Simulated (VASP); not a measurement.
Al2B2As:

```
Al B As
1.0
     3.16965    0.00000    0.00000
    -1.58482    2.74499    0.00000
     0.00000    0.00000    8.17403
Al B As
2 2 1
Direct
  0.33333 0.66667 0.66113
  0.33333 0.66667 0.33887
  0.66667 0.33333 0.17221
  0.66667 0.33333 0.82779
  0.33333 0.66667 0.00000
```

```yaml
Program: VASP 6.6.1
Task: relaxation of cell and atoms
Functional: PBE
Potentials_or_basis: VASP PAW PBE potentials, release 64 (Al, B, As)
Cutoff: 600 eV
k_mesh: 12 × 12 × 6
Occupations: gaussian, width 0.1 eV
Spin: no spin polarisation
```

At the start: pressure -0.2 GPa; volume 14.22 Å³/atom.

How do energy, volume and symmetry change on relaxing?

Over 12 steps the energy falls by 10.1 meV/atom and the volume is 14.41 Å³/atom (+1.3 %); space group P-6m2 (No. 187, to 0.05 Å).

Step by step:
```tsv
step	energy change (eV)	largest force (eV/Å)	pressure (GPa)	volume (Å³)
1	0.0000	0.1511	-0.19	71.12
2	-0.0232	0.2019	0.43	70.94
3	-0.0101	0.1434	2.89	70.30
4	-0.0403	0.1778	1.39	70.69
5	-0.0405	0.1681	1.54	70.65
6	-0.0466	0.0862	0.10	72.09
7	-0.0472	0.1038	0.44	71.74
8	-0.0502	0.0440	-0.25	72.22
9	-0.0503	0.0507	-0.17	72.15
10	-0.0505	0.0176	0.04	72.02
11	-0.0505	0.0179	0.06	72.01
12	-0.0506	0.0096	0.03	72.05
```

Final structure:
```
Al B As
1.0
     3.23150    0.00000    0.00000
    -1.61575    2.79856    0.00000
     0.00000    0.00000    7.96718
Al B As
2 2 1
Direct
  0.33333 0.66667 0.66581
  0.33333 0.66667 0.33419
  0.66667 0.33333 0.17075
  0.66667 0.33333 0.82925
  0.33333 0.66667 0.00000
```
